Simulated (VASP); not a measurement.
# AlIn2AsP2 (an interface model) in VASP: a series of runs

The runs below take AlIn2AsP2 (an interface model) through single point, with PBEsol, PBEsol+D4.

Everything below comes from runs of VASP 6.6.1. Logs are shortened: lines on timing, memory, paths and dates and some standing lists are left out, and cuts for length are marked.

## 1. The cell of the first run

The cell holds layers of an interface, 6 atoms: a = 4.012 Å, b = 4.012 Å, c = 10.240 Å, α = 90.00°, β = 90.00°, γ = 120.00°.

## 2. Single point, PBEsol

Contents of INCAR:

```
PREC = Accurate
ENCUT = 520
EDIFF = 1E-6
ISMEAR = -1
SIGMA = 0.05
LREAL = F
LASPH = T
NELM = 100
ALGO = Normal
ISIF = 2
LWAVE = F
LCHARG = F
GGA = PS
NBANDS = 31
```

Contents of KPOINTS:

```
Automatic mesh
0
Gamma
  1 1 1
  0.5 0.5 0.5
```

Contents of POSCAR:

```
AlIn2AsP2
1.0
    2.8370490000     -2.8370490000      0.0000000000
    0.0000000000      2.8370490000     -2.8370490000
    5.9119950000      5.9119950000      5.9119950000
In P Al As
2 2 1 1
Direct
    0.9701270000      0.9777090000      0.0050970000
    0.3944160000      0.7261450000      0.3531880000
    0.0203630000      0.9915260000      0.2556420000
    0.3489270000      0.6792590000      0.5900740000
    0.7158580000      0.3729310000      0.6754240000
    0.6754830000      0.3677500000      0.9136060000
```

Potentials or basis: VASP PAW PBE potentials, release 64 (In_d, P, Al, As).

On the command line:

```
> cat potpaw_PBE.64/In_d/POTCAR potpaw_PBE.64/P/POTCAR potpaw_PBE.64/Al/POTCAR potpaw_PBE.64/As/POTCAR > POTCAR
> mpirun -np 1 vasp_std > vasp.out
```

OUTCAR:

```text
PREC = Accurate
   ENCUT = 520
   EDIFF = 1E-6
   ISMEAR = -1
   LREAL = F
   LASPH = T
   NELM = 100
   ISIF = 2
   GGA = PS

 ion  position               nearest neighbor table
   1  0.970  0.978  0.005-   6 2.32   6 2.56   3 2.57   6 2.63
   2  0.394  0.726  0.353-   3 2.40   4 2.43   3 2.45   3 2.74
   3  0.020  0.992  0.256-   2 2.40   2 2.45   1 2.57   2 2.74
   4  0.349  0.679  0.590-   5 2.37   2 2.43   5 2.50   5 2.57
   5  0.716  0.373  0.675-   4 2.37   6 2.44   4 2.50   4 2.57
   6  0.675  0.368  0.914-   1 2.32   5 2.44   1 2.56   1 2.63

  LATTYP: Found a hexagonal cell.
 ALAT       =     4.0121931729
 C/A-ratio  =     2.5521891077

  Lattice vectors:

 A1 = (   2.8370490000,  -2.8370490000,   0.0000000000)
 A2 = (   0.0000000000,   2.8370490000,  -2.8370490000)
 A3 = (   5.9119950000,   5.9119950000,   5.9119950000)

Analysis of symmetry for initial positions (statically):
=====================================================================
 Subroutine PRICEL returns:
 Original cell was already a primitive cell.

 Routine SETGRP: Setting up the symmetry group for a
 hexagonal supercell.

 Subroutine GETGRP returns: Found  1 space group operations
 (whereof  1 operations were pure point group operations)
 out of a pool of 24 trial point group operations.

The static configuration has the point symmetry C_1 .

Analysis of symmetry for dynamics (positions and initial velocities):
=====================================================================
 Subroutine PRICEL returns:
 Original cell was already a primitive cell.

 Routine SETGRP: Setting up the symmetry group for a
 hexagonal supercell.

 Subroutine GETGRP returns: Found  1 space group operations
 (whereof  1 operations were pure point group operations)
 out of a pool of 24 trial point group operations.

The dynamic configuration has the point symmetry C_1 .

 Subroutine INISYM returns: Found  1 space group operations
 (whereof  1 operations are pure point group operations),
 and found     1 'primitive' translations

----------------------------------------------------------------------------------------

                                     Primitive cell

  volume of cell :     142.7542

  direct lattice vectors                    reciprocal lattice vectors
     2.837049000 -2.837049000  0.000000000     0.234985954 -0.117492977 -0.117492977
     0.000000000  2.837049000 -2.837049000     0.117492977  0.117492977 -0.234985954
     5.911995000  5.911995000  5.911995000     0.056382547  0.056382547  0.056382547

  length of vectors
     4.012193173  4.012193173 10.239875714     0.287797842  0.287797842  0.097657435

  position of ions in fractional coordinates (direct lattice)
     0.970127000  0.977709000  0.005097000
     0.394416000  0.726145000  0.353188000
     0.020363000  0.991526000  0.255642000
     0.348927000  0.679259000  0.590074000
     0.715858000  0.372931000  0.675424000
     0.675483000  0.367750000  0.913606000

  ion indices of the primitive-cell ions
   primitive index   ion index
                 1           1
                 2           2
                 3           3
                 4           4
                 5           5
                 6           6

----------------------------------------------------------------------------------------

 KPOINTS: Automatic mesh

Automatic generation of k-mesh.
 Grid dimensions read from file:
 generate k-points for:    1    1    1

 Generating k-lattice:

  Cartesian coordinates                     Fractional coordinates (reciprocal lattice)
     0.234985954 -0.117492977 -0.117492977     1.000000000  0.000000000  0.000000000
     0.117492977  0.117492977 -0.234985954     0.000000000  1.000000000  0.000000000
     0.056382547  0.056382547  0.056382547     0.000000000  0.000000000  1.000000000

  Length of vectors
     0.287797842  0.287797842  0.097657435

  Shift w.r.t. Gamma in fractional coordinates (k-lattice)
     0.500000000  0.500000000  0.500000000

 Subroutine IBZKPT returns following result:
 ===========================================

 Found      3 irreducible k-points:

 Following reciprocal coordinates:
            Coordinates               Weight
  0.500000  0.500000  0.500000      1.000000
  0.500000  0.000000  0.500000      1.000000
  0.000000  0.500000  0.500000      1.000000
   k-points           NKPTS =      3   k-points in BZ     NKDIM =      3   number of bands    NBANDS=     31
   number of dos      NEDOS =    301   number of ions     NIONS =      6
   total plane-waves  NPLWV =  72000
   dimension x,y,z NGX =    30 NGY =   30 NGZ =   80
   dimension x,y,z NGXF=    60 NGYF=   60 NGZF=  160
   ions per type =               2   2   1   1
   NGX,Y,Z   is equivalent  to a cutoff of  12.43, 12.43, 12.99 a.u.
   NGXF,Y,Z  is equivalent  to a cutoff of  24.86, 24.86, 25.98 a.u.
 SYSTEM =  unknown system
   PREC   = accura    normal or accurate (medium, high low for compatibility)
   ISTART =      0    job   : 0-new  1-cont  2-samecut
   ICHARG =      2    charge: 1-file 2-atom 10-const
   ISPIN  =      1    spin polarized calculation?
   LNONCOLLINEAR =      F non collinear calculations
   LSORBIT =      F    spin-orbit coupling
   LASPH  =      T    aspherical Exc in radial PAW
   ENCUT  =  520.0 eV  38.22 Ry    6.18 a.u.   7.46  7.46 19.04*2*pi/ulx,y,z
   NELM   =    100;   NELMIN=  2; NELMDL= -5     # of ELM steps
   EDIFF  = 0.1E-05   stopping-criterion for ELM
   LREAL  =      F    real-space projection
   EDIFFG = 0.1E-04   stopping-criterion for IOM
   NSW    =      0    number of steps for IOM
   IBRION =     -1    ionic relax: 0-MD 1-quasi-New 2-CG
   NFREE  =      0    steps in history (QN), initial steepest desc. (CG)
   ISIF   =      2    stress and relaxation
   ISYM   =      2    0-nonsym 1-usesym 2-fastsym
   POTIM  = 0.5000    time-step for ionic-motion
   TEBEG  =    0.0;   TEEND  =   0.0 temperature during run
   PSTRESS=    0.0 pullay stress
   NELECT =      44.0000    total number of electrons
   NUPDOWN=      -1.0000    fix difference up-down
   EMIN   =  10.00;   EMAX   =-10.00  energy-range for DOS
   EFERMI =   0.00;   METHOD = LEGACY
   ISMEAR =    -1;   SIGMA  =   0.05  broadening in eV -4-tet -1-fermi 0-gaus
   EFERMI_NEDOS =   21; number of points for ismear=-14 and -15
   IALGO  =     38    algorithm
   IMIX   =      4    mixing-type and parameters
     AMIX     =   0.40;   BMIX     =  1.00
     AMIX_MAG =   1.60;   BMIX_MAG =  1.00
  volume/ion in A,a.u.               =      23.79       160.56
  Fermi-wavevector in a.u.,A,eV,Ry     =   1.105850  2.089753 16.638610  1.222903
  Thomas-Fermi vector in A             =   2.242342
   LORBIT       =      0    0 simple, 1 ext, 2 COOP (PROOUT), +10 PAW based schemes
   GGA     = PS    functional components
   LHFCALC =     F    Hartree Fock is set to
   AEXX    =    0.0000 exact exchange contribution
   IVDW    =     0    specifies the selected vdW correction
   LEPSILON=     F    determine dielectric tensor
   LRPA    =     F    only Hartree local field effects (RPA)
 non-spin polarized calculation
  energy-cutoff  :      520.00
  volume of cell :      142.75
 maximum number of plane-waves:      3844
 NGX is ok and might be reduce to    30
   NGX = 15   NGY = 15   NGZ = 39

 number of electron      44.0000007 magnetization

 Free energy of the ion-electron system (eV)
  ---------------------------------------------------
  ext. energy  EPLUGINS =         0.00000000
  ---------------------------------------------------
  free energy    TOTEN  =       -30.40443463 eV

  energy without entropy =      -30.40443462  energy(sigma->0) =      -30.40443463

 E-fermi :   5.3512     XC(G=0):  -9.4517

 val. band max:        4.3026236092   @ k =   0.5000   0.0000   0.5000
 cond. band min:       6.3754212965   @ k =   0.0000   0.5000   0.5000
 fundamental gap:      2.0727976873
 Fermi energy:         5.3512302820

 k-point     1 :       0.5000    0.5000    0.5000
  band No.  band energies     occupation
      1      -9.6477      2.00000
      2      -9.3421      2.00000
      3      -9.3003      2.00000
      4      -9.2320      2.00000
      5      -9.1815      2.00000
      6      -9.1385      2.00000
[... 23 lines left out ...]
     30      11.8806      0.00000
     31      12.0253      0.00000

 k-point     2 :       0.5000    0.0000    0.5000
  band No.  band energies     occupation
      1      -9.6520      2.00000
      2      -9.3514      2.00000
      3      -9.3112      2.00000
      4      -9.2290      2.00000
      5      -9.1832      2.00000
      6      -9.1345      2.00000
[... 23 lines left out ...]
     30      11.8682      0.00000
     31      12.0295      0.00000

 k-point     3 :       0.0000    0.5000    0.5000
  band No.  band energies     occupation
      1      -9.6886      2.00000
      2      -9.3251      2.00000
      3      -9.2112      2.00000
      4      -9.2094      2.00000
      5      -9.2002      2.00000
      6      -9.1771      2.00000
[... 23 lines left out ...]
     30      11.6850      0.00000
     31      11.9705      0.00000

------------------------ aborting loop because EDIFF is reached ----------------------------------------

  FORCE on cell =-STRESS in cart. coord.  units (eV):
  Direction    XX          YY          ZZ          XY          YZ          ZX
  --------------------------------------------------------------------------------------
  -------------------------------------------------------------------------------------
  Total        0.2812534      0.9736760      0.2302549     -1.3323211     -2.4872115     -3.0990137
  in kB        3.1565982     10.9278839      2.5842255    -14.9530752    -27.9147865    -34.7812428
  external PRESSURE =       5.5562359 kB  Pullay stress =       0.0000000 kB

 VOLUME and BASIS-vectors are now :
 -----------------------------------------------------------------------------
  energy-cutoff  :      520.00
  volume of cell :      142.75
      direct lattice vectors                 reciprocal lattice vectors
     2.837049000 -2.837049000  0.000000000     0.234985954 -0.117492977 -0.117492977
     0.000000000  2.837049000 -2.837049000     0.117492977  0.117492977 -0.234985954
     5.911995000  5.911995000  5.911995000     0.056382547  0.056382547  0.056382547

 POSITION                                       TOTAL-FORCE (eV/Angst)
 -----------------------------------------------------------------------------------
      2.78243      0.05164     -2.74367         2.122569      1.621091     -1.680748
      3.20702      3.02918      0.02794        -1.529180     -1.018788      0.682669
      1.56913      4.26659     -1.30165         0.785931      0.448468     -1.372511
      4.47844      4.42568      1.56142         1.585106      0.617427      0.356843
      6.02403      3.02020      2.93508        -1.094411     -0.042771      0.181167
      7.31761      4.52818      4.35791        -1.870015     -1.625427      1.832581
 -----------------------------------------------------------------------------------
    total drift:                               -0.000300     -0.000186      0.000031

  FREE ENERGIE OF THE ION-ELECTRON SYSTEM (eV)
  ---------------------------------------------------
  free  energy   TOTEN  =       -30.4044346267 eV

  energy  without entropy=      -30.4044346244  energy(sigma->0) =      -30.40443463
```

Wall time 14 s (1 thread of Intel Xeon 6975P-C (Granite Rapids), shared host); peak memory 0.25 GiB.

What came out:

- Free energy: -30.4044 eV
- Pressure: 0.6 GPa
- Largest force: 3.156 eV/Å
- Band gap on the k mesh: 2.07 eV, indirect (least direct gap 2.17 eV)

Forces on the atoms (eV/Å):
```
In   2.123  1.621 -1.681
In  -1.529 -1.019  0.683
P    0.786  0.448 -1.373
P    1.585  0.617  0.357
Al  -1.094 -0.043  0.181
As  -1.870 -1.625  1.833
```

Levels at points of the mesh, in eV from the valence-band top:
| k point | band 18 | band 19 | band 20 | band 21 | band 22 | band 23 | band 24 | band 25 | band 26 | band 27 |
| --- | --- | --- | --- | --- | --- | --- | --- | --- | --- | --- |
| (0.50, 0.50, 0.50) | -2.31 | -1.46 | -1.09 | -0.48 | 0.00 | 2.17 | 2.47 | 3.10 | 3.75 | 3.90 |
| (0.50, 0.00, 0.50) | -2.31 | -1.36 | -1.12 | -0.46 | 0.00 | 2.20 | 2.63 | 3.15 | 3.60 | 4.01 |
| (0.00, 0.50, 0.50) | -2.29 | -1.58 | -1.11 | -0.50 | -0.20 | 2.07 | 2.51 | 3.22 | 3.68 | 4.01 |

Caveat: the k points lie up to 1.81 Å⁻¹ apart; the PAW data sets were made with another functional, which shifts forces and pressure a little; spin-orbit coupling is left out, which moves the levels of the heavy elements.

## 3. Single point, PBEsol

Contents of INCAR:

```
SYSTEM = AlIn2AsP2
ALGO = Normal
EDIFF = 1E-7
ENCUT = 520
GGA = PS
ISIF = 2
ISMEAR = -1
LASPH = .TRUE.
LCHARG = .TRUE.
LELF = .TRUE.
LREAL = .FALSE.
LVHAR = .TRUE.
LWAVE = .FALSE.
NBANDS = 31
NELM = 60
PREC = Accurate
SIGMA = 0.05
```

Contents of KPOINTS:

```
k-points
0
G
  4 4 2
  0 0 0
```

POSCAR is that of step 2.

Potentials or basis: VASP PAW PBE potentials, release 64 (In_d, P, Al, As).

On the command line:

```
> cat potpaw_PBE.64/In_d/POTCAR potpaw_PBE.64/P/POTCAR potpaw_PBE.64/Al/POTCAR potpaw_PBE.64/As/POTCAR > POTCAR
> mpirun -np 1 vasp_std > vasp.out
```

It took 55 s on 1 thread of Intel Xeon 6975P-C (Granite Rapids), shared host; peak memory 0.31 GiB.

Results (log left out):

```yaml
Free_energy: -27.3785 eV
Pressure: 4.0 GPa
Largest_force: 3.126 eV/Å
Band_gap_on_the_k_mesh: 0.54 eV, direct
```

Forces on the atoms (eV/Å):
```
In   2.187  1.800 -1.322
In  -1.193 -0.744  0.636
P    0.494  0.174 -1.340
P    1.570  0.684  0.448
Al  -1.086 -0.128  0.081
As  -1.972 -1.786  1.498
```

Stress tensor (GPa, compression positive):
```
 3.72 -0.22 -2.36
-0.22  4.61 -1.62
-2.36 -1.62  3.75
```

Levels at points of the mesh, in eV from the valence-band top:
| k point | band 19 | band 20 | band 21 | band 22 | band 23 | band 24 | band 25 | band 26 |
| --- | --- | --- | --- | --- | --- | --- | --- | --- |
| (0.00, 0.00, 0.00) | -0.96 | -0.79 | -0.15 | 0.00 | 0.54 | 1.52 | 1.86 | 3.32 |
| (0.50, 0.00, 0.00) | -2.85 | -2.60 | -1.89 | -1.46 | 0.74 | 1.62 | 1.97 | 2.38 |
| (0.00, 0.50, 0.00) | -2.86 | -2.73 | -1.91 | -1.74 | 0.78 | 1.45 | 2.01 | 2.38 |
| (0.50, 0.50, 0.00) | -2.94 | -2.62 | -1.90 | -1.46 | 0.73 | 1.49 | 2.02 | 2.28 |
| (0.00, 0.00, 0.50) | -0.94 | -0.85 | -0.23 | -0.06 | 1.47 | 1.72 | 1.93 | 3.42 |
| (0.50, 0.00, 0.50) | -2.55 | -2.33 | -1.68 | -1.20 | 0.98 | 1.41 | 1.91 | 2.38 |
| (0.00, 0.50, 0.50) | -2.76 | -2.32 | -1.72 | -1.40 | 0.86 | 1.29 | 1.98 | 2.47 |
| (0.50, 0.50, 0.50) | -2.64 | -2.30 | -1.69 | -1.21 | 0.95 | 1.26 | 1.86 | 2.53 |

Caveat: the k points lie up to 0.45 Å⁻¹ apart; the PAW data sets were made with another functional, which shifts forces and pressure a little; spin-orbit coupling is left out, which moves the levels of the heavy elements.

## 4. Single point, PBEsol+D4

Contents of INCAR:

```
ALGO = Normal
EDIFF = 1E-6
ENCUT = 520
GGA = PS
ISIF = 2
ISMEAR = -1
IVDW = 13
LASPH = True
LCHARG = True
LELF = True
LREAL = False
LVHAR = True
LWAVE = False
NBANDS = 31
NELM = 80
PREC = Accurate
SIGMA = 0.05
```

Contents of KPOINTS:

```
k-points
0
Gamma
  4 4 2
```

POSCAR is that of step 3.

On the command line:

```
> cat potpaw_PBE.64/In_d/POTCAR potpaw_PBE.64/P/POTCAR potpaw_PBE.64/Al/POTCAR potpaw_PBE.64/As/POTCAR > POTCAR
> mpirun -np 1 vasp_std > vasp.out
```

Run time: 54 s. Hardware: 1 thread of Intel Xeon 6975P-C (Granite Rapids), shared host; peak memory 0.3 GiB.

It converged, with:

```yaml
Free_energy: -28.5806 eV
Pressure: 2.8 GPa
Largest_force: 3.125 eV/Å
Band_gap_on_the_k_mesh: 0.54 eV, direct
Dispersion_energy_per_atom: -0.200 eV
```

Forces in eV/Å, atoms in the order of the input:
```
In   2.186  1.799 -1.323
In  -1.191 -0.742  0.637
P    0.494  0.175 -1.339
P    1.570  0.684  0.448
Al  -1.086 -0.129  0.080
As  -1.972 -1.787  1.497
```

Stress tensor (GPa, compression positive):
```
 2.45 -0.22 -2.37
-0.22  3.34 -1.63
-2.37 -1.63  2.48
```

Levels at points of the mesh, in eV from the valence-band top:
```
           k point  band 18  band 19  band 20  band 21  band 22  band 23  band 24  band 25  band 26  band 27
(0.00, 0.00, 0.00)    -1.04    -0.96    -0.79    -0.15     0.00     0.54     1.52     1.86     3.32     3.38
(0.50, 0.00, 0.00)    -3.07    -2.85    -2.60    -1.89    -1.46     0.74     1.62     1.97     2.38     3.66
(0.00, 0.50, 0.00)    -3.03    -2.86    -2.73    -1.91    -1.74     0.78     1.45     2.01     2.38     3.68
(0.50, 0.50, 0.00)    -3.05    -2.94    -2.62    -1.90    -1.46     0.73     1.49     2.02     2.28     3.59
(0.00, 0.00, 0.50)    -1.36    -0.94    -0.85    -0.23    -0.06     1.47     1.72     1.93     3.42     3.62
(0.50, 0.00, 0.50)    -3.53    -2.55    -2.33    -1.68    -1.20     0.98     1.41     1.91     2.38     2.78
(0.00, 0.50, 0.50)    -3.52    -2.76    -2.32    -1.72    -1.40     0.86     1.29     1.98     2.47     2.78
(0.50, 0.50, 0.50)    -3.52    -2.64    -2.30    -1.69    -1.21     0.95     1.26     1.86     2.53     2.68
```

Caveat: the k points lie up to 0.45 Å⁻¹ apart; the PAW data sets were made with another functional, which shifts forces and pressure a little; spin-orbit coupling is left out, which moves the levels of the heavy elements.

(Part 1 of 2 ends here.)
